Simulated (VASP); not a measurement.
Input of a VASP 6.6.1 run:

INCAR

```
SYSTEM = KCl
ALGO = Normal
EDIFF = 1E-7
ENCUT = 520
GGA = PS
ISIF = 2
ISMEAR = -1
LASPH = .TRUE.
LCHARG = .FALSE.
LREAL = .FALSE.
LWAVE = .FALSE.
NBANDS = 15
NELM = 60
PREC = Accurate
SIGMA = 0.01
```

The input KPOINTS:

```
k-points
0
G
  7 7 7
  0 0 0
```

The input POSCAR:

```
KCl
1.0
    3.6340000000      0.0181700000      0.0181700000
    0.0181700000      3.6340000000      0.0181700000
    0.0181700000      0.0181700000      3.6340000000
K Cl
1 1
Direct
    0.0000000000      0.0000000000      0.0000000000
    0.5000000000      0.5000000000      0.5000000000
```

Potentials or basis: VASP PAW PBE potentials, release 64 (K_sv, Cl).

The run is started by

```bash
$ cat potpaw_PBE.64/K_sv/POTCAR potpaw_PBE.64/Cl/POTCAR > POTCAR
$ mpirun -np 1 vasp_std > vasp.out
```

Question: Estimate the band gap on the k mesh.

Answer: 5.40 eV, indirect (least direct gap 5.59 eV).

Question: What does it give for the pressure?

Answer: 2.4 GPa.

Stress tensor (GPa, compression positive):
```
 2.39 -0.13 -0.13
-0.13  2.39 -0.13
-0.13 -0.13  2.39
```

Caveat: the cell differs from its parent crystal (equal xy, yz and zx shear strains of +1 %); the PAW data sets were made with another functional, which shifts forces and pressure a little. A k mesh can miss the band edges.
